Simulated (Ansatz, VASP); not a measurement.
One calculation of Rb, two programs

Contents of INCAR:

```
SYSTEM = Rb
PREC = Accurate ; ENCUT = 520
EDIFF = 1E-6 ; ISMEAR = -1
SIGMA = 0.03 ; LREAL = .False.
LASPH = .True. ; NELM = 100
ALGO = Normal ; ISIF = 2
LWAVE = .False. ; LCHARG = .True.
LELF = .True. ; LVHAR = .True.
NBANDS = 10
```

File KPOINTS:

```
Automatic mesh
0
Gamma
  8 8 8
  0 0 0
```

File POSCAR:

```
Rb
1.0
   -2.6859640533      2.6859640533      2.6859640533
    2.6859640533     -2.6859640533      2.6859640533
    2.6859640533      2.6859640533     -2.6859640533
Rb
1
Direct
    0.0000000000      0.0000000000      0.0000000000
```

Input for Ansatz:

```yaml
crystal:
  lattice:
    - [-2.6859640533, 2.6859640533, 2.6859640533]
    - [2.6859640533, -2.6859640533, 2.6859640533]
    - [2.6859640533, 2.6859640533, -2.6859640533]
  atoms:
    - { symbol: Rb, position: [0.0, 0.0, 0.0] }
hamiltonian:
  xc: lda
  pseudopotentials:
    kind: paw
    azcp:
      Rb: "pseudopotentials/Rb.paw.azcp"
basis:
  ecutwfc: 420
  fft_grid_basis: typed
kpoints:
  mp_grid: { grid: [8, 8, 8], shift: [0, 0, 0] }
magnetization:
  spin_polarized: false
scf:
  occupations: { method: fermi_dirac, width: 0.03 }
  lower_state_search: "off"
output:
  stress: true
  write_density: true
  write_potential: true
  elf: true
  volumetric_format: npy
```

Alike in both runs: task single point; functional LDA; k mesh 8 × 8 × 8; occupations fermi-dirac, width 0.03 eV; no spin polarisation.

|  | VASP | Ansatz |
| --- | --- | --- |
| version | VASP 6.6.1 | Ansatz 0.2.0 |
| potentials or method | VASP PAW LDA potentials, release 64 (Rb_sv), cutoff 520 eV | plane waves (420 eV) with PAW, scalar-relativistic |
| valence electrons in the cell | 9 | 9 |

|  | VASP | Ansatz | Ansatz less VASP |
| --- | --- | --- | --- |
| pressure (GPa) | 0.0 | 0.0 | 0.00 |

Ansatz warns that its potentials were made for another functional, while VASP's fit it. LDA's correlation is that of Perdew and Zunger in VASP and of Perdew and Wang (1992) in Ansatz.
